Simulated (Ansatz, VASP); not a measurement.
## SnTe in VASP and in Ansatz

```
CELL_PARAMETERS angstrom
0.00000 3.15650 2.99867
3.15650 0.00000 2.99867
3.15650 3.15650 0.00000
ATOMIC_POSITIONS crystal
Sn 0.00000 0.00000 0.00000
Te 0.50000 0.50000 0.50000
```

Change from the starting cell: strain +0.000 along x and y, -0.050 along z, atoms carried along.

Alike in both runs: task single point; functional PBEsol; k mesh 10 × 10 × 10; occupations gaussian, width 0.03 eV; no spin polarisation.

|  | VASP | Ansatz |
| --- | --- | --- |
| version | VASP 6.6.1 | Ansatz 0.2.0 |
| potentials or method | VASP PAW PBE potentials, release 64 (Sn_d, Te), cutoff 500 eV | scalar-relativistic, plane waves, PAW |
| valence electrons in the cell | 20 | 30 |

```tsv
	VASP	Ansatz	Ansatz less VASP
gap on the k mesh at the Fermi level (eV)	0.26	0.27	+0.007
least direct gap on the mesh (eV)	0.32	0.33	+0.005
pressure (GPa)	2.5	2.5	0.00
traceless stress, the component that is largest in VASP (GPa)	5.88	5.86	-0.020
```

VASP's potentials were made for PBE, not for PBEsol. The functional is the same, so the differences come from potentials, cutoffs and numerics. VASP's potentials hold 20 valence electrons a cell and Ansatz's 30, so a difference there can come from the potentials and not from the codes.

Spin-orbit coupling is off throughout.
